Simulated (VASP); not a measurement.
# ZnO (P6_3mc) in VASP: further runs

ZnO is run at these levels: PBEsol; tasks: single point.

Everything below comes from runs of VASP 6.6.1. Logs are shortened: lines on timing, memory, paths and dates and some standing lists are left out, and cuts for length are marked.

## (1) The cell of the first run

Symmetry: P6_3mc, No. 186, hexagonal system. The conventional cell has a = 3.087 Å, b = 3.087 Å, c = 5.334 Å, α = 90.00°, β = 90.00°, γ = 120.00°. Within 2.5 Å of Zn (site symmetry 3m) lie 4 O at 1.89 to 2.04 Å. Within 2.5 Å of O (site symmetry 3m) lie 4 Zn at 1.89 to 2.04 Å.

## (2) Single point, PBEsol (strain -0.050 along x and y, +0.025 along z)

File INCAR:

```
SYSTEM = ZnO
PREC     = Accurate       ! precision mode
ENCUT    = 520            ! plane-wave cutoff, eV
EDIFF    = 1E-6           ! SCF threshold, eV
ISMEAR   = 0              ! smearing method
SIGMA    = 0.05           ! smearing width, eV
LREAL    = .FALSE.        ! projectors in reciprocal space
LASPH    = .TRUE.         ! aspherical terms in the spheres
NELM     = 100            ! most SCF steps
ALGO     = Normal         ! electronic algorithm
ISIF     = 2              ! what is computed and relaxed
LWAVE    = .FALSE.        ! write WAVECAR
LCHARG   = .FALSE.        ! write CHGCAR
GGA      = PS             ! functional
NBANDS   = 26             ! bands
```

File KPOINTS:

```
Automatic mesh
0
G
  9 9 6
  0 0 0
```

File POSCAR:

```
ZnO
1.0
    3.0869287877      0.0000000000      0.0000000000
   -1.5434643938      2.6733587498      0.0000000000
    0.0000000000      0.0000000000      5.3338950000
Zn O
2 2
Direct
    0.3333333333      0.6666666667      0.0000000000
    0.6666666667      0.3333333333      0.5000000000
    0.3333333333      0.6666666667      0.3821000000
    0.6666666667      0.3333333333      0.8821000000
```

Potentials or basis: VASP PAW PBE potentials, release 64 (Zn, O).

Command:

```console
$ cat potpaw_PBE.64/Zn/POTCAR potpaw_PBE.64/O/POTCAR > POTCAR
$ mpirun -np 1 vasp_std > vasp.out
```

OUTCAR:

```text
SYSTEM = ZnO
   PREC = Accurate
   ENCUT = 520
   EDIFF = 1E-6
   ISMEAR = 0
   LREAL = .FALSE.
   LASPH = .TRUE.
   NELM = 100
   ISIF = 2
   GGA = PS

 ion  position               nearest neighbor table
   1  0.333  0.667  0.000-   4 1.89   4 1.89   4 1.89   3 2.04
   2  0.667  0.333  0.500-   3 1.89   3 1.89   3 1.89   4 2.04
   3  0.333  0.667  0.382-   2 1.89   2 1.89   2 1.89   1 2.04
   4  0.667  0.333  0.882-   1 1.89   1 1.89   1 1.89   2 2.04

  LATTYP: Found a hexagonal cell.
 ALAT       =     3.0869287877
 C/A-ratio  =     1.7278970028

  Lattice vectors:

 A1 = (   3.0869287877,   0.0000000000,   0.0000000000)
 A2 = (  -1.5434643938,   2.6733587498,   0.0000000000)
 A3 = (   0.0000000000,   0.0000000000,   5.3338950000)

Analysis of symmetry for initial positions (statically):
=====================================================================
 Subroutine PRICEL returns:
 Original cell was already a primitive cell.

 Routine SETGRP: Setting up the symmetry group for a
 hexagonal supercell.

 Subroutine GETGRP returns: Found 12 space group operations
 (whereof  6 operations were pure point group operations)
 out of a pool of 24 trial point group operations.

The static configuration has the point symmetry C_3v.
 The point group associated with its full space group is C_6v.

Analysis of symmetry for dynamics (positions and initial velocities):
=====================================================================
 Subroutine PRICEL returns:
 Original cell was already a primitive cell.

 Routine SETGRP: Setting up the symmetry group for a
 hexagonal supercell.

 Subroutine GETGRP returns: Found 12 space group operations
 (whereof  6 operations were pure point group operations)
 out of a pool of 24 trial point group operations.

The dynamic configuration has the point symmetry C_3v.
 The point group associated with its full space group is C_6v.

 Subroutine INISYM returns: Found 12 space group operations
 (whereof  6 operations are pure point group operations),
 and found     1 'primitive' translations

----------------------------------------------------------------------------------------

                                     Primitive cell

  volume of cell :      44.0178

  direct lattice vectors                    reciprocal lattice vectors
     3.086928788  0.000000000  0.000000000     0.323946572  0.187030641  0.000000000
    -1.543464394  2.673358750  0.000000000     0.000000000  0.374061282  0.000000000
     0.000000000  0.000000000  5.333895000     0.000000000  0.000000000  0.187480256

  length of vectors
     3.086928788  3.086928788  5.333895000     0.374061282  0.374061282  0.187480256

  position of ions in fractional coordinates (direct lattice)
     0.333333333  0.666666667  0.000000000
     0.666666667  0.333333333  0.500000000
     0.333333333  0.666666667  0.382100000
     0.666666667  0.333333333  0.882100000

  ion indices of the primitive-cell ions
   primitive index   ion index
                 1           1
                 2           2
                 3           3
                 4           4

----------------------------------------------------------------------------------------

 KPOINTS: Automatic mesh

Automatic generation of k-mesh.
 Grid dimensions read from file:
 generate k-points for:    9    9    6

 Generating k-lattice:

  Cartesian coordinates                     Fractional coordinates (reciprocal lattice)
     0.035994064  0.020781182  0.000000000     0.111111111  0.000000000  0.000000000
     0.000000000  0.041562365  0.000000000     0.000000000  0.111111111  0.000000000
     0.000000000  0.000000000  0.031246709     0.000000000  0.000000000  0.166666667

  Length of vectors
     0.041562365  0.041562365  0.031246709

  Shift w.r.t. Gamma in fractional coordinates (k-lattice)
     0.000000000  0.000000000  0.000000000

 Subroutine IBZKPT returns following result:
 ===========================================

 Found     48 irreducible k-points:

 Following reciprocal coordinates:
[... 43 lines left out ...]

  energy without entropy =      -19.13101542  energy(sigma->0) =      -19.13101542

 E-fermi :   2.1536     XC(G=0): -11.6113

 val. band max:        1.9046254377   @ k =   0.0000   0.0000   0.0000
 cond. band min:       2.5461931506   @ k =   0.0000   0.0000   0.0000
 fundamental gap:      0.6415677129
 Fermi energy:         2.1535648986

 k-point     1 :       0.0000    0.0000    0.0000
  band No.  band energies     occupation
      1     -16.9481      2.00000
      2     -16.2106      2.00000
      3      -4.7089      2.00000
      4      -4.4305      2.00000
      5      -4.4305      2.00000
      6      -4.2994      2.00000
[... 18 lines left out ...]
     25      16.9012      0.00000
     26      16.9012      0.00000

 k-point     2 :       0.1111    0.0000    0.0000
  band No.  band energies     occupation
      1     -16.8615      2.00000
      2     -16.1620      2.00000
      3      -4.6114      2.00000
      4      -4.4974      2.00000
      5      -4.3790      2.00000
      6      -4.3015      2.00000
[... 18 lines left out ...]
     25      15.9588      0.00000
     26      17.0625      0.00000

 k-point     3 :       0.2222    0.0000    0.0000
  band No.  band energies     occupation
      1     -16.6300      2.00000
      2     -16.0412      2.00000
      3      -4.7702      2.00000
      4      -4.3892      2.00000
      5      -4.2546      2.00000
      6      -4.1845      2.00000
[... 18 lines left out ...]
     25      16.0115      0.00000
     26      16.6700      0.00000

 k-point     4 :       0.3333    0.0000    0.0000
  band No.  band energies     occupation
      1     -16.3378      2.00000
      2     -15.9161      2.00000
      3      -4.9026      2.00000
      4      -4.4974      2.00000
      5      -4.1348      2.00000
      6      -3.8753      2.00000
[... 18 lines left out ...]
     25      15.8879      0.00000
     26      16.8186      0.00000
[... 496 lines left out ...]
      1     -16.1764      2.00000
      2     -15.8918      2.00000
      3      -4.6803      2.00000
      4      -4.5552      2.00000
      5      -4.0500      2.00000
      6      -4.0289      2.00000
[... 18 lines left out ...]
     25      13.8982      0.00000
     26      17.5049      0.00000

 k-point    23 :       0.3333    0.2222    0.1667
  band No.  band energies     occupation
      1     -15.9952      2.00000
      2     -15.8563      2.00000
      3      -4.5658      2.00000
      4      -4.3853      2.00000
      5      -4.0797      2.00000
      6      -3.8722      2.00000
[... 18 lines left out ...]
     25      14.7973      0.00000
     26      16.6302      0.00000

 k-point    24 :       0.3333    0.3333    0.1667
  band No.  band energies     occupation
      1     -15.8890      2.00000
      2     -15.8890      2.00000
      3      -4.4814      2.00000
      4      -4.0394      2.00000
      5      -4.0394      2.00000
      6      -4.0225      2.00000
[... 18 lines left out ...]
     25      15.3699      0.00000
     26      16.9585      0.00000

 [... further k-points ...]
[... 5 lines left out ...]
  --------------------------------------------------------------------------------------
  -------------------------------------------------------------------------------------
  Total        5.8657409      5.8657409      0.1456153      0.0000000      0.0000000      0.0000000
  in kB      213.5035695    213.5035695      5.3001646      0.0000000      0.0000000      0.0000000
  external PRESSURE =     144.1024345 kB  Pullay stress =       0.0000000 kB

 VOLUME and BASIS-vectors are now :
 -----------------------------------------------------------------------------
  energy-cutoff  :      520.00
  volume of cell :       44.02
      direct lattice vectors                 reciprocal lattice vectors
     3.086928788  0.000000000  0.000000000     0.323946572  0.187030641  0.000000000
    -1.543464394  2.673358750  0.000000000     0.000000000  0.374061282  0.000000000
     0.000000000  0.000000000  5.333895000     0.000000000  0.000000000  0.187480256

 POSITION                                       TOTAL-FORCE (eV/Angst)
 -----------------------------------------------------------------------------------
     -0.00000      1.78224      0.00000        -0.000000     -0.000000      0.846677
      1.54346      0.89112      2.66695         0.000000     -0.000000      0.846677
     -0.00000      1.78224      2.03808        -0.000000     -0.000000     -0.846677
      1.54346      0.89112      4.70503        -0.000000      0.000000     -0.846677
 -----------------------------------------------------------------------------------
    total drift:                               -0.000001     -0.000001     -0.001826

  FREE ENERGIE OF THE ION-ELECTRON SYSTEM (eV)
  ---------------------------------------------------
  free  energy   TOTEN  =       -19.1310154211 eV

  energy  without entropy=      -19.1310154211  energy(sigma->0) =      -19.13101542
```

Wall time 20 s (1 thread of Intel Xeon 6975P-C (Granite Rapids), shared host); peak memory 0.18 GiB.

What came out:

```
Free energy            : -19.1310 eV
Pressure               : 14.4 GPa
Largest force          : 0.847 eV/Å
Band gap on the k mesh : 0.64 eV, direct
```

Forces on the atoms (eV/Å):
```
Zn   0.000  0.000  0.847
Zn   0.000  0.000  0.847
O    0.000  0.000 -0.847
O    0.000  0.000 -0.847
```

Levels at points of the mesh, in eV from the valence-band top:
```tsv
k point	band 16	band 17	band 18	band 19	band 20	band 21
(0.00, 0.00, 0.00)	-0.37	0.00	0.00	0.64	5.54	7.60
(0.00, 0.00, 0.50)	-0.35	-0.35	-0.35	3.37	3.37	9.63
```

Caveat: the cell differs from its parent crystal (strain -0.050 along x and y, +0.025 along z); the PAW data sets were made with another functional, which shifts forces and pressure a little.

## (3) Single point, PBEsol (strain -0.025 along x and y, -0.025 along z)

File INCAR:

```
PREC = Accurate
ENCUT = 520
EDIFF = 1E-6
ISMEAR = 0
SIGMA = 0.05
LREAL = False
LASPH = True
NELM = 60
ALGO = Normal
ISIF = 2
LWAVE = False
LCHARG = False
GGA = PS
NBANDS = 26
```

File KPOINTS:

```
Automatic mesh
0
Gamma
  9 9 6
```

File POSCAR:

```
ZnO
1.0
    3.1681637558      0.0000000000      0.0000000000
   -1.5840818779      2.7437102959      0.0000000000
    0.0000000000      0.0000000000      5.0737050000
Zn O
2 2
Direct
    0.3333333333      0.6666666667      0.0000000000
    0.6666666667      0.3333333333      0.5000000000
    0.3333333333      0.6666666667      0.3821000000
    0.6666666667      0.3333333333      0.8821000000
```

Potentials or basis: VASP PAW PBE potentials, release 64 (Zn, O).

Command:

```console
$ cat potpaw_PBE.64/Zn/POTCAR potpaw_PBE.64/O/POTCAR > POTCAR
$ mpirun -np 1 vasp_std > vasp.out
```

Wall time 18 s (1 thread of Intel Xeon 6975P-C (Granite Rapids), shared host); peak memory 0.18 GiB.

The run converged. Its results:

| Property | Result |
| --- | --- |
| Free energy | -19.2866 eV |
| Pressure | 12.3 GPa |
| Largest force | 0.039 eV/Å |
| Band gap on the k mesh | 0.79 eV, direct |

Forces on the atoms (eV/Å):
```
Zn   0.000  0.000  0.039
Zn   0.000  0.000  0.039
O    0.000  0.000 -0.039
O    0.000  0.000 -0.039
```

Levels at points of the mesh, in eV from the valence-band top:
```tsv
k point	band 14	band 15	band 16	band 17	band 18	band 19	band 20	band 21	band 22	band 23
(0.00, 0.00, 0.00)	-0.88	-0.88	-0.13	0.00	0.00	0.79	5.35	8.38	13.08	13.08
(0.00, 0.00, 0.50)	-2.30	-0.44	-0.44	-0.44	-0.44	3.54	3.54	10.25	10.25	13.37
```

Caveat: the cell differs from its parent crystal (strain -0.025 along x and y, -0.025 along z); the PAW data sets were made with another functional, which shifts forces and pressure a little.

## (4) Single point, PBEsol (strain -0.050 along x and y, +0.050 along z)

File INCAR:

```
SYSTEM = ZnO
ALGO = Normal
EDIFF = 1E-6
ENCUT = 520
GGA = PS
ISIF = 2
ISMEAR = 0
LASPH = .True.
LCHARG = .False.
LREAL = .False.
LWAVE = .False.
NBANDS = 26
NELM = 80
PREC = Accurate
SIGMA = 0.05
```

File KPOINTS:

```
k-points
0
Gamma
  9 9 6
  0 0 0
```

File POSCAR:

```
ZnO
1.0
    3.0869287877      0.0000000000      0.0000000000
   -1.5434643938      2.6733587498      0.0000000000
    0.0000000000      0.0000000000      5.4639900000
Zn O
2 2
Direct
    0.3333333333      0.6666666667      0.0000000000
    0.6666666667      0.3333333333      0.5000000000
    0.3333333333      0.6666666667      0.3821000000
    0.6666666667      0.3333333333      0.8821000000
```

Command:

```console
$ cat potpaw_PBE.64/Zn/POTCAR potpaw_PBE.64/O/POTCAR > POTCAR
$ mpirun -np 1 vasp_std > vasp.out
```

Wall time 24 s (1 thread of Intel Xeon 6975P-C (Granite Rapids), shared host); peak memory 0.18 GiB.

The run converged. Its results:

* Free energy: -19.1152 eV
* Pressure: 10.8 GPa
* Largest force: 0.903 eV/Å
* Band gap on the k mesh: 0.55 eV, direct

Forces in eV/Å, atoms in the order of the input:
```
Zn   0.000  0.000  0.903
Zn   0.000  0.000  0.903
O    0.000  0.000 -0.903
O    0.000  0.000 -0.903
```

Stress tensor (GPa, compression positive):
```
18.87  0.00  0.00
 0.00 18.87  0.00
 0.00  0.00 -5.47
```

Levels at points of the mesh, in eV from the valence-band top:
| k point | band 16 | band 17 | band 18 | band 19 | band 20 | band 21 |
| --- | --- | --- | --- | --- | --- | --- |
| (0.00, 0.00, 0.00) | -0.45 | 0.00 | 0.00 | 0.55 | 5.48 | 7.31 |
| (0.00, 0.00, 0.50) | -0.31 | -0.31 | -0.31 | 3.25 | 3.25 | 9.38 |

Caveat: the cell differs from its parent crystal (strain -0.050 along x and y, +0.050 along z); the PAW data sets were made with another functional, which shifts forces and pressure a little.

## (5) Single point, PBEsol (strain +0.000 along x and y, -0.050 along z)

File INCAR:

```
SYSTEM = ZnO
ALGO = Normal
EDIFF = 1E-7
ENCUT = 520
GGA = PS
ISIF = 2
ISMEAR = 0
LASPH = .TRUE.
LCHARG = .TRUE.
LELF = .TRUE.
LREAL = .FALSE.
LVHAR = .TRUE.
LWAVE = .FALSE.
NBANDS = 26
NELM = 60
PREC = Accurate
SIGMA = 0.05
```

File KPOINTS:

```
k-points
0
G
  9 9 6
  0 0 0
```

File POSCAR:

```
ZnO
1.0
    3.2493987239      0.0000000000      0.0000000000
   -1.6246993619      2.8140618419      0.0000000000
    0.0000000000      0.0000000000      4.9436100000
Zn O
2 2
Direct
    0.3333333333      0.6666666667      0.0000000000
    0.6666666667      0.3333333333      0.5000000000
    0.3333333333      0.6666666667      0.3821000000
    0.6666666667      0.3333333333      0.8821000000
```

Command:

```console
$ cat potpaw_PBE.64/Zn/POTCAR potpaw_PBE.64/O/POTCAR > POTCAR
$ mpirun -np 1 vasp_std > vasp.out
```

Wall time 24 s (1 thread of Intel Xeon 6975P-C (Granite Rapids), shared host); peak memory 0.18 GiB.

Results (log left out):

```
Free energy            : -19.2862 eV
Pressure               : 8.3 GPa
Largest force          : 0.652 eV/Å
Band gap on the k mesh : 0.82 eV, direct
```

Forces on the atoms (eV/Å):
```
Zn   0.000  0.000 -0.652
Zn   0.000  0.000 -0.652
O    0.000  0.000  0.652
O    0.000  0.000  0.652
```

Stress tensor (GPa, compression positive):
```
 3.34  0.00  0.00
 0.00  3.34  0.00
 0.00  0.00 18.16
```

Levels at points of the mesh, in eV from the valence-band top:
```
           k point  band 16  band 17  band 18  band 19  band 20  band 21
(0.00, 0.00, 0.00)     0.00     0.00     0.00     0.82     5.14     8.85
(0.00, 0.00, 0.50)    -0.49    -0.49    -0.49     3.59     3.59    10.64
```

Caveat: the cell differs from its parent crystal (strain +0.000 along x and y, -0.050 along z); the PAW data sets were made with another functional, which shifts forces and pressure a little.

## (6) Single point, PBEsol (strain -0.025 along x and y, +0.000 along z)

File INCAR:

```
SYSTEM = ZnO
  ALGO = Normal
  EDIFF = 1E-6
  ENCUT = 520
  GGA = PS
  ISIF = 2
  ISMEAR = 0
  LASPH = .TRUE.
  LCHARG = .FALSE.
  LREAL = .FALSE.
  LWAVE = .FALSE.
  NBANDS = 26
  NELM = 100
  PREC = Accurate
  SIGMA = 0.05
```

KPOINTS is that of step 5.

File POSCAR:

```
ZnO
1.0
    3.1681637558      0.0000000000      0.0000000000
   -1.5840818779      2.7437102959      0.0000000000
    0.0000000000      0.0000000000      5.2038000000
Zn O
2 2
Direct
    0.3333333333      0.6666666667      0.0000000000
    0.6666666667      0.3333333333      0.5000000000
    0.3333333333      0.6666666667      0.3821000000
    0.6666666667      0.3333333333      0.8821000000
```

Potentials or basis: VASP PAW PBE potentials, release 64 (Zn, O).

Command:

```console
$ cat potpaw_PBE.64/Zn/POTCAR potpaw_PBE.64/O/POTCAR > POTCAR
$ mpirun -np 1 vasp_std > vasp.out
```

It took 21 s on 1 thread of Intel Xeon 6975P-C (Granite Rapids), shared host; peak memory 0.18 GiB.

The run converged. Its results:

```
Free energy            : -19.3430 eV
Pressure               : 7.8 GPa
Largest force          : 0.304 eV/Å
Band gap on the k mesh : 0.72 eV, direct
```

Forces on the atoms (eV/Å):
```
Zn   0.000  0.000  0.304
Zn   0.000  0.000  0.304
O    0.000  0.000 -0.304
O    0.000  0.000 -0.304
```

Stress tensor (GPa, compression positive):
```
9.95 0.00 0.00
0.00 9.95 0.00
0.00 0.00 3.46
```

Levels at points of the mesh, in eV from the valence-band top:
| k point | band 15 | band 16 | band 17 | band 18 | band 19 | band 20 | band 21 | band 22 |
| --- | --- | --- | --- | --- | --- | --- | --- | --- |
| (0.00, 0.00, 0.00) | -0.79 | -0.19 | 0.00 | 0.00 | 0.72 | 5.32 | 8.03 | 13.17 |
| (0.00, 0.00, 0.50) | -0.39 | -0.39 | -0.39 | -0.39 | 3.43 | 3.43 | 9.93 | 9.93 |

Caveat: the cell differs from its parent crystal (strain -0.025 along x and y, +0.000 along z); the PAW data sets were made with another functional, which shifts forces and pressure a little.

## (7) Overview

| cell | gap on the mesh (eV) | pressure (GPa) | largest force (eV/Å) |
| --- | --- | --- | --- |
| a = 3.087, b = 3.087, c = 5.334 Å, angles 90.0, 90.0, 120.0°, 4 atoms | 0.64 | 14.4 | 0.85 |
| a = 3.168, b = 3.168, c = 5.074 Å, angles 90.0, 90.0, 120.0°, 4 atoms | 0.79 | 12.3 | 0.04 |
| a = 3.087, b = 3.087, c = 5.464 Å, angles 90.0, 90.0, 120.0°, 4 atoms | 0.55 | 10.8 | 0.90 |
| a = 3.249, b = 3.249, c = 4.944 Å, angles 90.0, 90.0, 120.0°, 4 atoms | 0.82 | 8.3 | 0.65 |
| a = 3.168, b = 3.168, c = 5.204 Å, angles 90.0, 90.0, 120.0°, 4 atoms | 0.72 | 7.8 | 0.30 |

Alike in all rows: task single point; level PBEsol; potentials or basis VASP PAW PBE potentials, release 64 (Zn, O); no spin polarisation; k mesh 9 × 9 × 6; cutoff (eV) 520; smearing gaussian 0.05 eV.

Caveats: the PAW data sets were made with another functional, which shifts forces and pressure a little.

Total energies depend on the potentials used, so only differences within one code and one set of settings carry meaning.
